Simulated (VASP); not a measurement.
A run of VASP 6.6.1 is set up as follows.

POSCAR

```
MgS
1.0
    0.0000000000      2.6015179373      2.6015179373
    2.5924126245      0.0000000000      2.6015179373
    2.5924126245      2.6015179373      0.0000000000
Mg S
1 1
Direct
    0.0000000000      0.0000000000      0.0000000000
    0.5000000000      0.5000000000      0.5000000000
```

Contents of INCAR.step1:

```
PREC = Accurate
ENCUT = 520
ISMEAR = 0
SIGMA = 0.01
LREAL = False
LASPH = True
NELM = 100
NBANDS = 11
GGA = PE
ALGO = Normal
EDIFF = 1E-4
LWAVE = True
LCHARG = False
```

INCAR.step2

```
PREC = Accurate
ENCUT = 520
EDIFF = 1E-6
ISMEAR = 0
SIGMA = 0.01
LREAL = False
LASPH = True
NELM = 100
ALGO = Normal
ISIF = 2
LWAVE = False
LCHARG = True
METAGGA = R2SCAN
LMIXTAU = True
LELF = True
LVHAR = True
NBANDS = 11
ISTART = 1
```

The input KPOINTS:

```
Automatic mesh
0
Gamma
  8 8 8
```

Potentials or basis: VASP PAW PBE potentials, release 64 (Mg, S).

The run is started by

```bash
$ cat potpaw_PBE.64/Mg/POTCAR potpaw_PBE.64/S/POTCAR > POTCAR
$ cp INCAR.step1 INCAR
$ mpirun -np 1 vasp_std > vasp.out
$ cp INCAR.step2 INCAR
$ mpirun -np 1 vasp_std > vasp.out
```

**Question.** Estimate the pressure.

**Answer.** -0.2 GPa.

**Question.** Predict the band gap on the k mesh.

**Answer.** 3.42 eV (least direct gap 4.64 eV).

Stress tensor (GPa, compression positive):
```
 0.07  0.00  0.00
 0.00 -0.31  0.00
 0.00  0.00 -0.31
```

Caveat: the cell differs from its parent crystal (uniaxial x strain -0.3%); the PAW data sets were made with another functional, which shifts forces and pressure a little. A k mesh can miss the band edges.
